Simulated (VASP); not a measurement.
# Ta8C9 (a cell with a defect) in VASP: relaxation of the atoms with LDA

Aim: the relaxation of the atoms of Ta8C9 (a cell with a defect) with LDA.

Program: VASP 6.6.1. These are calculated values, not measurements. Logs are shortened: lines on timing, memory, paths and dates and some standing lists are left out, and cuts for length are marked.

### 1 The cell of the first run

The cell holds a defect, 17 atoms: a = 6.350 Å, b = 6.350 Å, c = 6.350 Å, α = 60.00°, β = 60.00°, γ = 60.00°.

### 2 Relaxation of the atoms, LDA

INCAR reads:

```
SYSTEM = Ta8C9
PREC     = Accurate       ! precision mode
ENCUT    = 520            ! plane-wave cutoff, eV
EDIFF    = 1E-7           ! SCF threshold, eV
ISMEAR   = -1             ! smearing method
SIGMA    = 0.15           ! smearing width, eV
LREAL    = Auto         
LASPH    = .True.         ! aspherical terms in the spheres
NELM     = 60             ! most SCF steps
ALGO     = Normal         ! electronic algorithm
ISIF     = 2              ! what is computed and relaxed
LWAVE    = .False.        ! write WAVECAR
LCHARG   = .False.        ! write CHGCAR
GGA      = CA             ! functional
IBRION   = 2              ! ionic algorithm
NSW      = 45             ! ionic steps
EDIFFG   = -0.08          ! ionic threshold
```

KPOINTS reads:

```
regular mesh
0
Gamma
  2 2 2
  0 0 0
```

POSCAR reads:

```
Ta8C9
1.0
    0.0000000000      4.4900000000      4.4900000000
    4.4900000000      0.0000000000      4.4900000000
    4.4900000000      4.4900000000      0.0000000000
Ta C
8 9
Direct
    0.0000000000      0.0000000000      0.0000000000
    0.0000000000      0.0000000000      0.5000000000
    0.0000000000      0.5000000000      0.0000000000
    0.0000000000      0.5000000000      0.5000000000
    0.5000000000      0.0000000000      0.0000000000
    0.5000000000      0.0000000000      0.5000000000
    0.5000000000      0.5000000000      0.0000000000
    0.5000000000      0.5000000000      0.5000000000
    0.2500000000      0.2500000000      0.2500000000
    0.2500000000      0.2500000000      0.7500000000
    0.2500000000      0.7500000000      0.2500000000
    0.2500000000      0.7500000000      0.7500000000
    0.7500000000      0.2500000000      0.2500000000
    0.7500000000      0.2500000000      0.7500000000
    0.7500000000      0.7500000000      0.2500000000
    0.7500000000      0.7500000000      0.7500000000
    0.1203425000      0.1374485000      0.1105856000
```

Potentials or basis: VASP PAW LDA potentials, release 64 (Ta_pv, C).

Run with:

```
> cat potpaw_LDA.64/Ta_pv/POTCAR potpaw_LDA.64/C/POTCAR > POTCAR
> mpirun -np 1 vasp_std > vasp.out
```

OUTCAR:

```text
SYSTEM = Ta8C9
   PREC = Accurate
   ENCUT = 520
   EDIFF = 1E-7
   ISMEAR = -1
   LREAL = Auto
   LASPH = .True.
   NELM = 60
   ISIF = 2
   GGA = CA
   IBRION = 2
   NSW = 45
   EDIFFG = -0.08

 ion  position               nearest neighbor table
   1  0.000  0.000  0.000-  17 1.91  11 2.25  12 2.25  13 2.25  14 2.25  15 2.25  10 2.25   3 3.17
                             5 3.17   2 3.17   2 3.17   4 3.17   6 3.17   3 3.17   4 3.17   7 3.17
   2  0.000  0.000  0.500-  17 2.02  11 2.25  12 2.25  13 2.25  14 2.25  16 2.25   9 2.25   4 3.17
                             6 3.17   1 3.17   1 3.17   3 3.17   5 3.17   3 3.17   4 3.17   8 3.17
   3  0.000  0.500  0.000-  17 1.88  10 2.25  12 2.25  13 2.25  15 2.25  16 2.25   9 2.25   4 3.17
                             7 3.17   1 3.17   2 3.17   4 3.17   8 3.17   1 3.17   2 3.17   5 3.17
   4  0.000  0.500  0.500-   9 2.25  10 2.25  11 2.25  14 2.25  15 2.25  16 2.25   2 3.17   3 3.17
                             8 3.17   1 3.17   3 3.17   7 3.17   1 3.17   2 3.17   6 3.17   6 3.17
   5  0.500  0.000  0.000-  17 1.97  10 2.25  11 2.25  14 2.25  15 2.25  16 2.25   9 2.25   6 3.17
                             7 3.17   1 3.17   2 3.17   6 3.17   8 3.17   3 3.17   7 3.17   8 3.17
   6  0.500  0.000  0.500-   9 2.25  10 2.25  12 2.25  13 2.25  15 2.25  16 2.25   2 3.17   5 3.17
                             8 3.17   1 3.17   5 3.17   7 3.17   4 3.17   7 3.17   8 3.17   1 3.17
   7  0.500  0.500  0.000-   9 2.25  11 2.25  12 2.25  13 2.25  14 2.25  16 2.25   3 3.17   5 3.17
                             8 3.17   4 3.17   6 3.17   8 3.17   1 3.17   5 3.17   6 3.17   1 3.17
   8  0.500  0.500  0.500-  10 2.25  11 2.25  12 2.25  13 2.25  14 2.25  15 2.25   4 3.17   6 3.17
                             7 3.17   3 3.17   5 3.17   7 3.17   2 3.17   5 3.17   6 3.17   2 3.17
   9  0.250  0.250  0.250-  17 1.98   3 2.25   4 2.25   5 2.25   6 2.25   7 2.25   2 2.25
  10  0.250  0.250  0.750-  17 1.87   3 2.25   4 2.25   5 2.25   6 2.25   8 2.25   1 2.25
  11  0.250  0.750  0.250-  17 2.01   2 2.25   4 2.25   5 2.25   7 2.25   8 2.25   1 2.25
  12  0.250  0.750  0.750-   1 2.25   2 2.25   3 2.25   6 2.25   7 2.25   8 2.25
  13  0.750  0.250  0.250-  17 1.92   2 2.25   3 2.25   6 2.25   7 2.25   8 2.25   1 2.25
  14  0.750  0.250  0.750-   1 2.25   2 2.25   4 2.25   5 2.25   7 2.25   8 2.25
  15  0.750  0.750  0.250-   1 2.25   3 2.25   4 2.25   5 2.25   6 2.25   8 2.25
  16  0.750  0.750  0.750-   2 2.25   3 2.25   4 2.25   5 2.25   6 2.25   7 2.25
  17  0.120  0.137  0.111-  10 1.87   3 1.88   1 1.91  13 1.92   5 1.97   9 1.98  11 2.01   2 2.02

  LATTYP: Found a face centered cubic cell.
 ALAT       =     8.9800000000

  Lattice vectors:

 A1 = (   0.0000000000,   4.4900000000,   4.4900000000)
 A2 = (   4.4900000000,   0.0000000000,   4.4900000000)
 A3 = (   4.4900000000,   4.4900000000,   0.0000000000)

Analysis of symmetry for initial positions (statically):
=====================================================================
 Subroutine PRICEL returns:
 Original cell was already a primitive cell.

 Routine SETGRP: Setting up the symmetry group for a
 face centered cubic supercell.

 Subroutine GETGRP returns: Found  1 space group operations
 (whereof  1 operations were pure point group operations)
[... 144 lines left out ...]
   ISMEAR =    -1;   SIGMA  =   0.15  broadening in eV -4-tet -1-fermi 0-gaus
   EFERMI_NEDOS =   21; number of points for ismear=-14 and -15
   IALGO  =     38    algorithm
   IMIX   =      4    mixing-type and parameters
     AMIX     =   0.40;   BMIX     =  1.00
     AMIX_MAG =   1.60;   BMIX_MAG =  1.00
  volume/ion in A,a.u.               =      10.65        71.86
  Fermi-wavevector in a.u.,A,eV,Ry     =   1.443087  2.727038 28.334117  2.082499
  Thomas-Fermi vector in A             =   2.561534
   LORBIT       =      0    0 simple, 1 ext, 2 COOP (PROOUT), +10 PAW based schemes
   GGA     = CA    functional components
   LHFCALC =     F    Hartree Fock is set to
   AEXX    =    0.0000 exact exchange contribution
   IVDW    =     0    specifies the selected vdW correction
   LEPSILON=     F    determine dielectric tensor
   LRPA    =     F    only Hartree local field effects (RPA)
 conjugate gradient relaxation of ions
 non-spin polarized calculation
  energy-cutoff  :      520.00
  volume of cell :      181.04
 maximum number of plane-waves:      4910
 NGX is ok and might be reduce to    48
   NGX = 23   NGY = 23   NGZ = 23

--------------------------------------- Ionic step        1  -------------------------------------------

 number of electron     123.9999983 magnetization

 Free energy of the ion-electron system (eV)
  ---------------------------------------------------
  ext. energy  EPLUGINS =         0.00000000
  ---------------------------------------------------
  free energy    TOTEN  =      -196.30422329 eV

  energy without entropy =     -195.79682503  energy(sigma->0) =     -196.05052416

------------------------ aborting loop because EDIFF is reached ----------------------------------------

  FORCE on cell =-STRESS in cart. coord.  units (eV):
  Direction    XX          YY          ZZ          XY          YZ          ZX
  --------------------------------------------------------------------------------------
  -------------------------------------------------------------------------------------
  Total        2.7322979      2.7099470      2.7292655     -1.3288971      0.2049844      3.3665920
  in kB       24.1807414     23.9829369     24.1539046    -11.7606931      1.8141049     29.7942217
  external PRESSURE =      24.1058610 kB  Pullay stress =       0.0000000 kB
[... 134 lines left out ...]
  FREE ENERGIE OF THE ION-ELECTRON SYSTEM (eV)
  ---------------------------------------------------
  free  energy   TOTEN  =      -197.6068114522 eV

  energy  without entropy=     -197.0765912247  energy(sigma->0) =     -197.34170134

[... ionic steps 4 to 29 ...]

--------------------------------------- Ionic step       30  -------------------------------------------

 number of electron     123.9999996 magnetization

------------------------ aborting loop because EDIFF is reached ----------------------------------------
[... 97 lines left out ...]
--------------------------------------- Ionic step       32  -------------------------------------------

 number of electron     123.9999996 magnetization

 Free energy of the ion-electron system (eV)
  ---------------------------------------------------
  ext. energy  EPLUGINS =         0.00000000
  ---------------------------------------------------
  free energy    TOTEN  =      -198.86769640 eV

  energy without entropy =     -198.52103987  energy(sigma->0) =     -198.69436814

 E-fermi :   8.3476     XC(G=0): -13.3997

 val. band max:        8.2648487519   @ k =   0.0000   0.0000   0.5000
 cond. band min:       8.4188628139   @ k =   0.0000   0.0000   0.5000
 fundamental gap:      0.1540140620
 Fermi energy:         8.3476313250

 k-point     1 :       0.0000    0.0000    0.0000
  band No.  band energies     occupation
      1     -27.2225      2.00000
      2     -27.1379      2.00000
      3     -27.1254      2.00000
      4     -27.1243      2.00000
      5     -27.0912      2.00000
      6     -27.0011      2.00000
[... 649 lines left out ...]
  FREE ENERGIE OF THE ION-ELECTRON SYSTEM (eV)
  ---------------------------------------------------
  free  energy   TOTEN  =      -198.8676964019 eV

  energy  without entropy=     -198.5210398742  energy(sigma->0) =     -198.69436814

 reached required accuracy - stopping structural energy minimisation
```

OSZICAR:

```text
N       E                     dE             d eps       ncg     rms          rms(c)
DAV:   1     0.119092809295E+04    0.11909E+04   -0.66967E+04  1184   0.175E+03
DAV:   2    -0.129161760248E+03   -0.13201E+04   -0.12847E+04  1314   0.507E+02
DAV:   3    -0.223692725321E+03   -0.94531E+02   -0.91750E+02  1436   0.120E+02
[... 344 lines left out ...]
DAV:   3    -0.198867719588E+03    0.18989E-04   -0.11931E-03  1472   0.140E-01    0.653E-02
DAV:   4    -0.198867696812E+03    0.22776E-04   -0.14947E-04  1384   0.567E-02    0.166E-02
DAV:   5    -0.198867696796E+03    0.15258E-07   -0.29403E-05  1416   0.251E-02    0.984E-03
DAV:   6    -0.198867696473E+03    0.32361E-06   -0.36690E-06  1448   0.838E-03    0.462E-03
DAV:   7    -0.198867696402E+03    0.70850E-07   -0.57439E-07  1248   0.348E-03
  32 F= -.19886770E+03 E0= -.19869437E+03  d E =-.272153E-02
```

Wall time 2 h (1 thread of Oxide Virtual Turin-like, shared host); peak memory 0.27 GiB.

Results:

* Free energy: -198.8677 eV
* Energy gained by relaxing: 150.8 meV/atom
* Ionic steps: 32
* Pressure after relaxing: 3.5 GPa
* Largest force after relaxing: 0.073 eV/Å
* Band gap on the k mesh: zero (bands 62 and 63 overlap by 0.81 eV)

Forces in eV/Å, atoms in the order of the input:
```
Ta   0.012  0.031  0.003
Ta  -0.001 -0.020  0.002
Ta   0.007  0.025 -0.012
Ta   0.034  0.054 -0.035
Ta  -0.027  0.019  0.022
Ta   0.032 -0.044  0.036
Ta   0.018  0.053 -0.022
Ta  -0.027 -0.032 -0.033
C    0.026 -0.021  0.010
C   -0.010 -0.022  0.011
C   -0.015 -0.017 -0.020
C   -0.005  0.007  0.005
C    0.020  0.012 -0.010
C   -0.010  0.000 -0.004
C   -0.032 -0.055  0.036
C    0.002 -0.005  0.010
C   -0.023  0.017  0.000
```

Step by step:
```tsv
step	energy change (eV)	largest force (eV/Å)	pressure (GPa)
1	0.0000	5.5372	2.41
2	-0.6494	4.5357	2.31
3	-1.3026	0.8951	-0.32
4	-1.4033	0.6370	0.38
5	-1.4036	0.6376	0.43
6	-1.4795	0.9590	0.71
7	-1.6354	1.6698	2.14
8	-1.6385	2.0701	2.81
9	-1.6461	2.1176	2.87
10	-1.6672	2.2572	3.04
11	-1.6968	2.5214	3.45
12	-1.6594	3.0040	4.53
13	-1.7019	2.6300	3.64
14	-1.7435	2.5521	3.57
15	-1.8584	2.3178	3.37
16	-2.0389	1.8952	3.16
17	-2.1526	2.5527	3.49
18	-2.1604	1.8867	3.33
19	-2.2369	1.3861	3.01
20	-2.3750	0.8434	2.30
21	-2.2529	3.1273	2.01
22	-2.3938	1.1710	2.07
23	-2.4450	0.9856	2.14
24	-2.5041	0.6106	2.63
25	-2.5051	0.6393	2.55
26	-2.5262	0.4123	2.75
27	-2.5413	0.4576	3.19
28	-2.5513	0.2548	3.24
29	-2.5524	0.4316	3.28
30	-2.5601	0.1691	3.40
31	-2.5608	0.2005	3.45
32	-2.5635	0.0727	3.47
```

Final structure:
```
Ta C
1.0
     0.00000    4.49000    4.49000
     4.49000    0.00000    4.49000
     4.49000    4.49000    0.00000
Ta C
8 9
Direct
  0.97829 0.98082 0.00341
  0.01865 0.01994 0.44189
  0.97839 0.53811 0.00317
  0.99166 0.50096 0.50657
  0.53420 0.98048 0.00545
  0.50040 0.98964 0.51057
  0.49150 0.49215 0.02452
  0.50054 0.49970 0.51002
  0.25881 0.25760 0.26461
  0.24307 0.24379 0.76967
  0.25859 0.71940 0.26460
  0.24489 0.75649 0.74245
  0.71819 0.25871 0.26437
  0.75549 0.24633 0.74224
  0.74110 0.74206 0.27509
  0.75551 0.75626 0.74235
  0.15108 0.15504 0.03961
```

Caveat: the k points lie up to 0.61 Å⁻¹ apart, too coarse for converged energies and pressures of a metal; spin-orbit coupling is left out, which moves the levels of the heavy elements; the relaxation stopped at a loose force limit of 0.08 eV/Å, so its end isn't a converged minimum.

The gap in the log of VASP goes by the Fermi energy; the results here count the filled bands.